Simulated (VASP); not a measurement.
Runs of VASP 6.6.1 on As2Se. The typed cell holds 6 atoms: a = 5.676 Å, b = 5.631 Å, c = 5.732 Å, α = 103.80°, β = 101.93°, γ = 123.18°. 

| k mesh | gap on the mesh (eV) | pressure (GPa) | largest force (eV/Å) |
| --- | --- | --- | --- |
| 2 × 2 × 2 | none | -3.8 | (b) |
| 4 × 4 × 4 | none | -4.5 | 0.92 |
| 1 × 1 × 1 | 2.95 | -19.3 | (c) |
| 6 × 6 × 4 | none | (a) | 0.98 |

Alike in all rows: task single point; level PBEsol; potentials or basis VASP PAW PBE potentials, release 64 (As, Se); no spin polarisation; cell as given; cutoff (eV) 520; smearing gaussian 0.1 eV.

Fill in the values left out.

(a) -4.3; (b) 0.73; (c) 2.10.

Caveats: some runs use coarse meshes; the PAW data sets were made with another functional, which shifts forces and pressure a little.

A k mesh can miss the band edges, and the runs leave out spin-orbit coupling on As, Se.

A gap of «none» marks levels without a gap at the run's occupations.
